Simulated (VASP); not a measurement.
**Be: single point with PBE**

Be:

```
Be
1.0
     2.17286    0.00000    0.00000
     0.00000    2.17286    0.00000
     0.00000    0.00000    2.17286
Be
1
Direct
  0.00000 0.00000 0.00000
```

```
Program             : VASP 6.6.1
Task                : single point
Functional          : PBE
Potentials or basis : VASP PAW PBE potentials, release 64 (Be)
Cutoff              : 520 eV
k mesh              : 24 × 24 × 24
Occupations         : fermi-dirac, width 0.1 eV
Spin                : no spin polarisation
```

```
Pressure               : 0.2 GPa
Band gap on the k mesh : zero (band 1 reaches 10.16 eV, above the bottom of band 2 at 3.01 eV)
```

Levels at points of the mesh, in eV from the Fermi level:
| k point | band 1 | band 2 | band 3 | band 4 | band 5 | band 6 |
| --- | --- | --- | --- | --- | --- | --- |
| (0.00, 0.00, 0.00) | -9.68 | 13.54 | 13.54 | 13.54 | 19.21 | 19.21 |
| (0.50, 0.00, 0.00) | -4.64 | -1.77 | 17.20 | 17.20 | 24.72 | 25.03 |
| (0.50, 0.50, 0.00) | 0.69 | 0.69 | 6.67 | 7.16 | 20.20 | 32.39 |
| (0.50, 0.50, 0.50) | 5.38 | 5.38 | 5.38 | 13.23 | 13.23 | 13.23 |

It took 4.7 s on 1 thread of Intel(R) Xeon(R) 6975P-C (Granite Rapids), on a shared host, peak memory 0.13 GiB.
